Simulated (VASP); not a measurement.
# GaSb (I-4m2) in VASP: a series of runs

The runs below take GaSb through single point, with LDA.

All numbers are computed with VASP 6.6.1; they aren't measurements. Logs are shortened: lines on timing, memory, paths and dates and some standing lists are left out, and cuts for length are marked.

## 1. The cell of the first run

The structure is tetragonal, space group I-4m2 (No. 119). Conventional cell: a = 5.381 Å, b = 5.381 Å, c = 3.180 Å, α = 90.00°, β = 90.00°, γ = 90.00°. Ga (site symmetry -4m2) has 8 Sb at 2.81 to 3.60 Å and 2 Ga at 3.18 Å within 3.7 Å. Within 3.7 Å of Sb (site symmetry -4m2) lie 8 Ga at 2.81 to 3.60 Å and 2 Sb at 3.18 Å.

## 2. Single point, LDA

Input file INCAR:

```
PREC     = Accurate       # precision mode
ENCUT    = 520            # plane-wave cutoff, eV
EDIFF    = 1E-6           # SCF threshold, eV
ISMEAR   = 0              # smearing method
SIGMA    = 0.15           # smearing width, eV
LREAL    = False          # projectors in reciprocal space
LASPH    = True           # aspherical terms in the spheres
NELM     = 60             # most SCF steps
ALGO     = Normal         # electronic algorithm
ISIF     = 2              # what is computed and relaxed
LWAVE    = False          # write WAVECAR
LCHARG   = False          # write CHGCAR
GGA      = CA             # functional
NBANDS   = 16             # bands
```

Input file KPOINTS:

```
Automatic mesh
0
Gamma
  16 16 16
```

Input file POSCAR:

```
GaSb
1.0
   -2.6903114696      2.6903114696      1.5899500000
    2.6903114696     -2.6903114696      1.5899500000
    2.6903114696      2.6903114696     -1.5899500000
Ga Sb
1 1
Direct
    0.2500000000      0.7500000000      0.5000000000
    0.0000000000      0.0000000000      0.0000000000
```

Potentials or basis: VASP PAW LDA potentials, release 64 (Ga_d, Sb).

Started as:

```sh
$ cat potpaw_LDA.64/Ga_d/POTCAR potpaw_LDA.64/Sb/POTCAR > POTCAR
$ mpirun -np 1 vasp_std > vasp.out
```

OUTCAR:

```text
PREC = Accurate
   ENCUT = 520
   EDIFF = 1E-6
   ISMEAR = 0
   LREAL = False
   LASPH = True
   NELM = 60
   ISIF = 2
   GGA = CA

 ion  position               nearest neighbor table
   1  0.250  0.750  0.500-   2 2.81   2 2.81   2 2.81   2 2.81
   2  0.000  0.000  0.000-   1 2.81   1 2.81   1 2.81   1 2.81

  LATTYP: Found a body centered tetragonal cell.
 ALAT       =     5.3806229392
 C/A-ratio  =     0.5909910499

  Lattice vectors:

 A1 = (  -2.6903114696,   2.6903114696,   1.5899500000)
 A2 = (   2.6903114696,  -2.6903114696,   1.5899500000)
 A3 = (   2.6903114696,   2.6903114696,  -1.5899500000)

Analysis of symmetry for initial positions (statically):
=====================================================================
 Subroutine PRICEL returns:
 Original cell was already a primitive cell.

 Routine SETGRP: Setting up the symmetry group for a
 body centered tetragonal supercell.

 Subroutine GETGRP returns: Found  8 space group operations
 (whereof  8 operations were pure point group operations)
 out of a pool of 16 trial point group operations.

The static configuration has the point symmetry D_2d.

Analysis of symmetry for dynamics (positions and initial velocities):
=====================================================================
 Subroutine PRICEL returns:
 Original cell was already a primitive cell.

 Routine SETGRP: Setting up the symmetry group for a
 body centered tetragonal supercell.

 Subroutine GETGRP returns: Found  8 space group operations
 (whereof  8 operations were pure point group operations)
 out of a pool of 16 trial point group operations.

The dynamic configuration has the point symmetry D_2d.

 Subroutine INISYM returns: Found  8 space group operations
 (whereof  8 operations are pure point group operations),
 and found     1 'primitive' translations

----------------------------------------------------------------------------------------

                                     Primitive cell

  volume of cell :      46.0308

  direct lattice vectors                    reciprocal lattice vectors
    -2.690311470  2.690311470  1.589950000     0.000000000  0.185852087  0.314475298
     2.690311470 -2.690311470  1.589950000     0.185852087  0.000000000  0.314475298
     2.690311470  2.690311470 -1.589950000     0.185852087  0.185852087  0.000000000

  length of vectors
     4.123529145  4.123529145  4.123529145     0.365288531  0.365288531  0.262834541

  position of ions in fractional coordinates (direct lattice)
     0.250000000  0.750000000  0.500000000
     0.000000000  0.000000000  0.000000000

  ion indices of the primitive-cell ions
   primitive index   ion index
                 1           1
                 2           2

----------------------------------------------------------------------------------------

 KPOINTS: Automatic mesh

Automatic generation of k-mesh.
 Grid dimensions read from file:
 generate k-points for:   16   16   16

 Generating k-lattice:

  Cartesian coordinates                     Fractional coordinates (reciprocal lattice)
     0.000000000  0.011615755  0.019654706     0.062500000  0.000000000  0.000000000
     0.011615755  0.000000000  0.019654706     0.000000000  0.062500000  0.000000000
     0.011615755  0.011615755  0.000000000     0.000000000  0.000000000  0.062500000

  Length of vectors
     0.022830533  0.022830533  0.016427159

  Shift w.r.t. Gamma in fractional coordinates (k-lattice)
     0.000000000  0.000000000  0.000000000

 Subroutine IBZKPT returns following result:
 ===========================================

 Found    349 irreducible k-points:

 Following reciprocal coordinates:
            Coordinates               Weight
  0.000000  0.000000  0.000000      1.000000
  0.062500  0.000000  0.000000      8.000000
  0.125000  0.000000  0.000000      8.000000
  0.187500  0.000000  0.000000      8.000000
  0.250000  0.000000  0.000000      8.000000
  0.312500  0.000000  0.000000      8.000000
[... 16 lines left out ...]
 -0.125000  0.062500  0.000000     16.000000
 -0.062500  0.062500  0.000000      4.000000
 [... further k-points ...]
   k-points           NKPTS =    349   k-points in BZ     NKDIM =    349   number of bands    NBANDS=     16
   number of dos      NEDOS =    301   number of ions     NIONS =      2
   total plane-waves  NPLWV =  32768
   dimension x,y,z NGX =    32 NGY =   32 NGZ =   32
   dimension x,y,z NGXF=    64 NGYF=   64 NGZF=   64
   ions per type =               1   1
   NGX,Y,Z   is equivalent  to a cutoff of  12.90, 12.90, 12.90 a.u.
   NGXF,Y,Z  is equivalent  to a cutoff of  25.80, 25.80, 25.80 a.u.
 SYSTEM =  unknown system
   PREC   = accura    normal or accurate (medium, high low for compatibility)
   ISTART =      0    job   : 0-new  1-cont  2-samecut
   ICHARG =      2    charge: 1-file 2-atom 10-const
   ISPIN  =      1    spin polarized calculation?
   LNONCOLLINEAR =      F non collinear calculations
   LSORBIT =      F    spin-orbit coupling
   LASPH  =      T    aspherical Exc in radial PAW
   ENCUT  =  520.0 eV  38.22 Ry    6.18 a.u.   7.67  7.67  7.67*2*pi/ulx,y,z
   NELM   =     60;   NELMIN=  2; NELMDL= -5     # of ELM steps
   EDIFF  = 0.1E-05   stopping-criterion for ELM
   LREAL  =      F    real-space projection
   EDIFFG = 0.1E-04   stopping-criterion for IOM
   NSW    =      0    number of steps for IOM
   IBRION =     -1    ionic relax: 0-MD 1-quasi-New 2-CG
   NFREE  =      0    steps in history (QN), initial steepest desc. (CG)
   ISIF   =      2    stress and relaxation
   ISYM   =      2    0-nonsym 1-usesym 2-fastsym
   POTIM  = 0.5000    time-step for ionic-motion
   TEBEG  =    0.0;   TEEND  =   0.0 temperature during run
   PSTRESS=    0.0 pullay stress
   NELECT =      18.0000    total number of electrons
   NUPDOWN=      -1.0000    fix difference up-down
   EMIN   =  10.00;   EMAX   =-10.00  energy-range for DOS
   EFERMI =   0.00;   METHOD = LEGACY
   ISMEAR =     0;   SIGMA  =   0.15  broadening in eV -4-tet -1-fermi 0-gaus
   EFERMI_NEDOS =   21; number of points for ismear=-14 and -15
   IALGO  =     38    algorithm
   IMIX   =      4    mixing-type and parameters
     AMIX     =   0.40;   BMIX     =  1.00
     AMIX_MAG =   1.60;   BMIX_MAG =  1.00
  volume/ion in A,a.u.               =      23.02       155.32
  Fermi-wavevector in a.u.,A,eV,Ry     =   1.197152  2.262290 19.499517  1.433174
  Thomas-Fermi vector in A             =   2.333075
   LORBIT       =      0    0 simple, 1 ext, 2 COOP (PROOUT), +10 PAW based schemes
   GGA     = CA    functional components
   LHFCALC =     F    Hartree Fock is set to
   AEXX    =    0.0000 exact exchange contribution
   IVDW    =     0    specifies the selected vdW correction
   LEPSILON=     F    determine dielectric tensor
   LRPA    =     F    only Hartree local field effects (RPA)
 non-spin polarized calculation
 Gauss-broadening in eV      SIGMA  =   0.15
  energy-cutoff  :      520.00
  volume of cell :       46.03
 maximum number of plane-waves:      1254
   NGX = 15   NGY = 15   NGZ = 15

 number of electron      18.0000009 magnetization

 Free energy of the ion-electron system (eV)
  ---------------------------------------------------
  ext. energy  EPLUGINS =         0.00000000
  ---------------------------------------------------
  free energy    TOTEN  =        -8.36985920 eV

  energy without entropy =       -8.36130105  energy(sigma->0) =       -8.36558013

 E-fermi :   6.9202     XC(G=0): -10.6693

 val. band max:        6.9090092509   @ k =  -0.0625   0.1250   0.0625
 cond. band min:       6.9502154886   @ k =  -0.1250  -0.1875   0.0625
 fundamental gap:      0.0412062377
 Fermi energy:         6.9202426771

 k-point     1 :       0.0000    0.0000    0.0000
  band No.  band energies     occupation
      1      -8.1671      2.00000
      2      -8.0889      2.00000
      3      -8.0810      2.00000
      4      -8.0551      2.00000
      5      -8.0551      2.00000
      6      -5.3781      2.00000
[... 8 lines left out ...]
     15      16.6322      0.00000
     16      17.8921      0.00000

 k-point     2 :       0.0625    0.0000    0.0000
  band No.  band energies     occupation
      1      -8.1621      2.00000
      2      -8.0896      2.00000
      3      -8.0801      2.00000
      4      -8.0572      2.00000
      5      -8.0572      2.00000
      6      -5.3021      2.00000
[... 8 lines left out ...]
     15      16.8383      0.00000
     16      17.1789      0.00000

 k-point     3 :       0.1250    0.0000    0.0000
  band No.  band energies     occupation
      1      -8.1479      2.00000
      2      -8.0917      2.00000
      3      -8.0779      2.00000
      4      -8.0631      2.00000
      5      -8.0628      2.00000
      6      -5.0746      2.00000
[... 8 lines left out ...]
     15      15.9479      0.00000
     16      16.7238      0.00000

 k-point     4 :       0.1875    0.0000    0.0000
  band No.  band energies     occupation
      1      -8.1273      2.00000
      2      -8.0948      2.00000
      3      -8.0779      2.00000
      4      -8.0714      2.00000
      5      -8.0679      2.00000
      6      -4.6977      2.00000
[... 8 lines left out ...]
     15      15.1967      0.00000
     16      16.8045      0.00000

 k-point     5 :       0.2500    0.0000    0.0000
  band No.  band energies     occupation
      1      -8.1092      2.00000
      2      -8.0953      2.00000
      3      -8.0864      2.00000
      4      -8.0783      2.00000
      5      -8.0653      2.00000
      6      -4.1768      2.00000
[... 8 lines left out ...]
     15      14.6323      0.00000
     16      17.2096      0.00000

 k-point     6 :       0.3125    0.0000    0.0000
  band No.  band energies     occupation
      1      -8.1122      2.00000
      2      -8.0970      2.00000
      3      -8.0919      2.00000
      4      -8.0682      2.00000
      5      -8.0606      2.00000
      6      -3.5250      2.00000
[... 8 lines left out ...]
     15      14.2865      0.00000
     16      17.8080      0.00000
[... 267 lines left out ...]
 k-point    21 :      -0.2500    0.0625    0.0000
  band No.  band energies     occupation
      1      -8.1262      2.00000
      2      -8.0980      2.00000
      3      -8.0782      2.00000
      4      -8.0708      2.00000
      5      -8.0653      2.00000
      6      -4.5527      2.00000
[... 8 lines left out ...]
     15      15.3761      0.00000
     16      16.5854      0.00000

 k-point    22 :      -0.1875    0.0625    0.0000
  band No.  band energies     occupation
      1      -8.1466      2.00000
      2      -8.0944      2.00000
      3      -8.0770      2.00000
      4      -8.0631      2.00000
      5      -8.0613      2.00000
      6      -4.9649      2.00000
[... 8 lines left out ...]
     15      15.9824      0.00000
     16      16.5740      0.00000

 k-point    23 :      -0.1250    0.0625    0.0000
  band No.  band energies     occupation
      1      -8.1611      2.00000
      2      -8.0915      2.00000
      3      -8.0792      2.00000
      4      -8.0574      2.00000
      5      -8.0562      2.00000
      6      -5.2287      2.00000
[... 8 lines left out ...]
     15      16.6189      0.00000
     16      16.9728      0.00000

 k-point    24 :      -0.0625    0.0625    0.0000
  band No.  band energies     occupation
      1      -8.1666      2.00000
      2      -8.0899      2.00000
      3      -8.0805      2.00000
      4      -8.0552      2.00000
      5      -8.0546      2.00000
      6      -5.3414      2.00000
[... 8 lines left out ...]
     15      16.4919      0.00000
     16      17.7357      0.00000

 [... further k-points ...]

------------------------ aborting loop because EDIFF is reached ----------------------------------------

  FORCE on cell =-STRESS in cart. coord.  units (eV):
  Direction    XX          YY          ZZ          XY          YZ          ZX
  --------------------------------------------------------------------------------------
  -------------------------------------------------------------------------------------
  Total       -0.3323590     -0.3323590     -0.7829954      0.0000000      0.0000000      0.0000000
  in kB      -11.5682972    -11.5682972    -27.2534311      0.0000000      0.0000000      0.0000000
  external PRESSURE =     -16.7966752 kB  Pullay stress =       0.0000000 kB

 VOLUME and BASIS-vectors are now :
 -----------------------------------------------------------------------------
  energy-cutoff  :      520.00
  volume of cell :       46.03
      direct lattice vectors                 reciprocal lattice vectors
    -2.690311470  2.690311470  1.589950000     0.000000000  0.185852087  0.314475298
     2.690311470 -2.690311470  1.589950000     0.185852087  0.000000000  0.314475298
     2.690311470  2.690311470 -1.589950000     0.185852087  0.185852087  0.000000000

 POSITION                                       TOTAL-FORCE (eV/Angst)
 -----------------------------------------------------------------------------------
      2.69031      0.00000      0.79497        -0.000000      0.000000     -0.000000
      0.00000      0.00000      0.00000         0.000000     -0.000000      0.000000
 -----------------------------------------------------------------------------------
    total drift:                                0.000000     -0.000000     -0.000000

  FREE ENERGIE OF THE ION-ELECTRON SYSTEM (eV)
  ---------------------------------------------------
  free  energy   TOTEN  =        -8.3698592041 eV

  energy  without entropy=       -8.3613010508  energy(sigma->0) =       -8.36558013
```

Run time: 3.9 min. Hardware: 1 thread of Intel Xeon 8259CL, shared host; peak memory 0.37 GiB.

Results:

```
Free energy            : -8.3699 eV
Pressure               : -1.7 GPa
Band gap on the k mesh : zero (bands 9 and 10 overlap by 5.13 eV)
```

Stress tensor (GPa, compression positive):
```
-1.16  0.00  0.00
 0.00 -1.16  0.00
 0.00  0.00 -2.73
```

Caveat: spin-orbit coupling is left out, which moves the levels of the heavy elements.

## 3. Single point, LDA

This run uses another cell than the first one, of 23.16 Å³/atom.

Input file INCAR:

```
PREC = Accurate ; ENCUT = 520
EDIFF = 1E-6 ; ISMEAR = 0
SIGMA = 0.15 ; LREAL = F
LASPH = T ; NELM = 100
ALGO = Normal ; ISIF = 2
LWAVE = F ; LCHARG = F
NBANDS = 16
```

Input file KPOINTS:

```
regular mesh
0
Gamma
  16 16 16
```

Input file POSCAR:

```
GaSb
1.0
   -2.6903114696      2.6903114696      1.6002000000
    2.6903114696     -2.6903114696      1.6002000000
    2.6903114696      2.6903114696     -1.6002000000
Ga Sb
1 1
Direct
    0.2500000000      0.7500000000      0.5000000000
    0.0000000000      0.0000000000      0.0000000000
```

Potentials or basis: VASP PAW LDA potentials, release 64 (Ga_d, Sb).

Started as:

```sh
$ cat potpaw_LDA.64/Ga_d/POTCAR potpaw_LDA.64/Sb/POTCAR > POTCAR
$ mpirun -np 1 vasp_std > vasp.out
```

Wall time 4 min (1 thread of Intel Xeon 8259CL, shared host); peak memory 0.37 GiB.

It converged, with:

```yaml
Free_energy: -8.3645 eV
Pressure: -2.0 GPa
Band_gap_on_the_k_mesh: zero (bands 9 and 10 overlap by 5.12 eV)
```

Stress tensor (GPa, compression positive):
```
-1.38  0.00  0.00
 0.00 -1.38  0.00
 0.00  0.00 -3.17
```

Levels at points of the mesh, in eV from the Fermi level:
```csv
k point,band 6,band 7,band 8,band 9,band 10,band 11,band 12,band 13
"(0.00, 0.00, 0.00)",-12.25,-2.62,-1.84,-1.84,3.53,4.77,7.17,7.35
"(0.50, 0.00, 0.00)",-8.59,-5.89,-2.43,-1.68,-1.17,2.35,3.40,5.33
"(0.50, 0.50, 0.00)",-10.63,-8.27,0.15,1.81,2.47,2.63,4.35,6.17
"(0.50, 0.50, 0.50)",-9.31,-5.98,-5.15,-5.15,3.02,4.46,10.90,10.90
```

Caveat: spin-orbit coupling is left out, which moves the levels of the heavy elements.
